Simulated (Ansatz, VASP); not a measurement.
## NaB4: VASP beside Ansatz

```
Na B
1.0
     3.12806    0.00000    0.00000
     0.00000    4.09805    0.00000
     0.00000    0.00000    5.53203
Na B
1 4
Direct
  0.50000 0.50000 0.50000
  0.50000 0.00000 0.16732
  0.00000 0.00000 0.80949
  0.00000 0.00000 0.19051
  0.50000 0.00000 0.83268
```

Alike in both runs: task relaxation of cell and atoms; functional PBE; k mesh 12 × 10 × 8; occupations gaussian, width 0.1 eV; no spin polarisation.

```csv
,VASP,Ansatz
version,VASP 6.6.1,Ansatz 0.2.0
potentials or method,"VASP PAW PBE potentials, release 64 (Na_pv, B), cutoff 600 eV","scalar-relativistic, plane waves, PAW"
valence electrons in the cell,19,21
```

VASP gave:

- gap on the k mesh at the Fermi level, each at its own relaxed structure (eV): none
- relaxed volume (Å³/atom): 14.18
- relaxed length of the cell vector where the two differ most in proportion (Å): 4.098

Problem. Estimate Ansatz's values.

Solution. gap on the k mesh at the Fermi level, each at its own relaxed structure (eV): none; relaxed volume (Å³/atom): 14.19; relaxed length of the cell vector where the two differ most in proportion (Å): 4.100.

A gap of «none» marks a metal or a gap that the smearing closes. VASP's potentials hold 19 valence electrons a cell and Ansatz's 21, so a difference there can come from the potentials and not from the codes.
